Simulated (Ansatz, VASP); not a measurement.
## One calculation of CO2, two programs

```
C O
1.0
     3.51610    0.00000    0.00000
     0.00000    3.51610    0.00000
     0.00000    0.00000    4.10430
C O
2 4
Direct
  0.00000 0.00000 0.00000
  0.50000 0.50000 0.50000
  0.23000 0.23000 0.00000
  0.27000 0.73000 0.50000
  0.77000 0.77000 0.00000
  0.73000 0.27000 0.50000
```

Alike in both runs: task relaxation of cell and atoms; functional BLYP; dispersion D3(BJ); k mesh 5 × 5 × 5; no spin polarisation.

|  | VASP | Ansatz |
| --- | --- | --- |
| version | VASP 6.6.1 | Ansatz 0.2.0 |
| potentials or method | VASP PAW PBE potentials, release 64 (C_h, O_h) | plane waves, PAW |
| plane-wave cutoff (eV) | 1340 | 420 |
| occupations | gaussian, width 0.01 eV | fixed |
| valence electrons in the cell | 32 | 32 |

Ansatz gave:

| Quantity | Value |
| --- | --- |
| relaxed volume (Å³/atom) | 14.72 |
| relaxed length of the cell vector where the two differ most in proportion (Å) | 4.304 |

**Question.** What did VASP give for the same quantities?

**Answer.** Relaxed volume (Å³/atom): 14.44; relaxed length of the cell vector where the two differ most in proportion (Å): 4.230.

VASP's potentials were made for PBE, not for BLYP.

Noted on VASP's run: the volume moved by over 15 % at a fixed basis, so the end points are rough.
